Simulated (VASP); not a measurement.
Wanted: the native input for a VASP 6.6.1 run.

- Task: single point
- Functional: PBEsol
- Potentials or basis: VASP PAW PBE potentials, release 64 (Gd, O)
- Cutoff: 520 eV
- k mesh: 8 × 8 × 8
- Occupations: gaussian, width 0.05 eV
- Spin: collinear spin, ferromagnetic start
- Starting moments: [7.69, 0.01] μB
- Hubbard terms: Gd f U = 6.0 eV
- Dipole correction: no
- Further INCAR settings: ALGO = Normal; EDIFF = 1e-06; NBANDS = 23

The structure of GdO lies in POSCAR:

```
GdO
1.0
    0.0000000000      2.6287183009      2.6287183009
    2.6287183009      0.0000000000      2.6287183009
    2.6287183009      2.6287183009      0.0000000000
Gd O
1 1
Direct
    0.0000000000      0.0000000000      0.0000000000
    0.2500000000      0.2500000000      0.2500000000
```

The input as run:

INCAR

```
SYSTEM = GdO
ALGO = Normal ; EDIFF = 1E-6
ENCUT = 520 ; GGA = PS
ISIF = 2 ; ISMEAR = 0
ISPIN = 2 ; LASPH = .True.
LCHARG = .False. ; LDAU = .True.
LDAUJ = 0 0 ; LDAUL = 3 -1
LDAUPRINT = 1 ; LDAUTYPE = 2
LDAUU = 6 0 ; LMAXMIX = 6
LORBIT = 11 ; LREAL = .False.
LWAVE = .False. ; MAGMOM = 7.69 0.01
NBANDS = 23 ; NELM = 150
PREC = Accurate ; SIGMA = 0.05
```

KPOINTS

```
k-points
0
Gamma
  8 8 8
  0 0 0
```

Potentials or basis: VASP PAW PBE potentials, release 64 (Gd, O).

The run is started by

```bash
$ cat potpaw_PBE.64/Gd/POTCAR potpaw_PBE.64/O/POTCAR > POTCAR
$ mpirun -np 1 vasp_std > vasp.out
```

Results of the run:

* Pressure: 5.0 GPa
* Net moment: 7.94 μB per cell
* Site moments: Gd +7.09; O -0.00 μB
* Valence electrons inside the program's atomic spheres: Gd 15.21; O 5.02

Caveat: the cell stands under pressure; the PAW data sets were made with another functional, which shifts forces and pressure a little; a cell with one magnetic atom can't hold antiferromagnetic order, which such compounds often take.

Wall time 43 s on 1 thread of AMD EPYC 9R45 96-Core Processor (Zen 5), on a shared host, peak memory 0.17 GiB.
